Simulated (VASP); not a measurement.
Set up this calculation in VASP 6.6.1, as the native input.

| Item | Value |
| --- | --- |
| Task | single point |
| Functional | PBE |
| Potentials or basis | VASP PAW PBE potentials, release 64 (Na_sv, Ta_sv_GW, O) |
| Cutoff | 970 eV |
| k mesh | 6 × 6 × 4 |
| Occupations | gaussian, width 0.1 eV |
| Spin | no spin polarisation |
| Dipole correction | no |
| Mended | yes |
| Further INCAR settings | ALGO = Normal; EDIFF = 1e-06; NBANDS = 25 |

The structure of NaTaO2 lies in POSCAR:

```
NaTaO2
1.0
    3.3212852200      0.0000000000      0.0000000000
   -1.6606426100      2.8763173700      0.0000000000
    0.0000000000      0.0000000000      5.7977552700
Na Ta O
1 1 2
Direct
    0.0000000000      0.0000000000      0.0000000000
    0.0000000000      0.0000000000      0.5000000000
    0.3333333300      0.6666666700      0.0000000000
    0.6666666700      0.3333333300      0.0000000000
```

The cell was built from a structure type or drawn by symmetry, and may not be a known phase.

The input as run:

INCAR

```
SYSTEM = NaTaO2
ALGO = Normal ; EDIFF = 1E-6
ENCUT = 970 ; GGA = PE
GGA_COMPAT = .False. ; ISIF = 2
ISMEAR = 0 ; LASPH = .True.
LCHARG = .False. ; LREAL = .False.
LWAVE = .False. ; NBANDS = 25
NELM = 120 ; PREC = Accurate
SIGMA = 0.1
```

KPOINTS

```
k-points
0
Gamma
  6 6 4
  0 0 0
```

Potentials or basis: VASP PAW PBE potentials, release 64 (Na_sv, Ta_sv_GW, O).

Launch:

```bash
$ cat potpaw_PBE.64/Na_sv/POTCAR potpaw_PBE.64/Ta_sv_GW/POTCAR potpaw_PBE.64/O/POTCAR > POTCAR
$ mpirun -np 1 vasp_std > vasp.out
```

Results of the run:

- Pressure: 22.1 GPa
- Band gap on the k mesh: zero (bands 17 and 18 overlap by 0.55 eV)

Caveat: the k points lie up to 0.36 Å⁻¹ apart, too coarse for converged energies and pressures of a metal; spin-orbit coupling is left out, which moves the levels of the heavy elements.

Run time: 68 s on 1 thread of Intel(R) Xeon(R) Platinum 8488C (Sapphire Rapids) (shared host), peak memory 0.31 GiB.
